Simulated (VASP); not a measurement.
CsRb2GaBr6, 10 atoms in the cell. The structure is cubic, space group Fm-3m (No. 225). Conventional cell: a = 11.882 Å, b = 11.882 Å, c = 11.882 Å, α = 90.00°, β = 90.00°, γ = 90.00°. Within 4.4 Å of Cs (site symmetry m-3m) lie 6 Br at 3.37 Å. Rb (site symmetry -43m) has 12 Br at 4.22 Å and 4 Cs at 5.15 Å and 4 Ga at 5.15 Å within 5.5 Å. Within 3.4 Å of Ga (site symmetry m-3m) lie 6 Br at 2.57 Å. Within 3.4 Å of Br (site symmetry 4mm) lie 1 Ga at 2.57 Å and 1 Cs at 3.37 Å. 

| Property | Result |
| --- | --- |
| Program | VASP 6.6.1 |
| Task | single point |
| Functional | LDA |
| Potentials or basis | VASP PAW LDA potentials, release 64 (Cs_sv, Rb_sv, Ga_d, Br) |
| Cutoff | 520 eV |
| k mesh | 3 × 3 × 3 |
| Occupations | gaussian, width 0.01 eV |
| Spin | no spin polarisation |
| Dipole correction | no |
| Further INCAR settings | ALGO = Normal; EDIFF = 1e-06; NBANDS = 52 |

Potentials or basis: VASP PAW LDA potentials, release 64 (Cs_sv, Rb_sv, Ga_d, Br).

Run with:

```sh
$ cat potpaw_LDA.64/Cs_sv/POTCAR potpaw_LDA.64/Rb_sv/POTCAR potpaw_LDA.64/Ga_d/POTCAR potpaw_LDA.64/Br/POTCAR > POTCAR
$ mpirun -np 1 vasp_std > vasp.out
```

Hardware: 1 thread of Intel Xeon 6975P-C, with other jobs on the host.

**Question.** Estimate the wall time of this run.

**Answer.** It took 2.7 min on 1 thread of Intel Xeon 6975P-C (shared host), peak memory 0.48 GiB. Counts: scf iterations 14, k points 4.
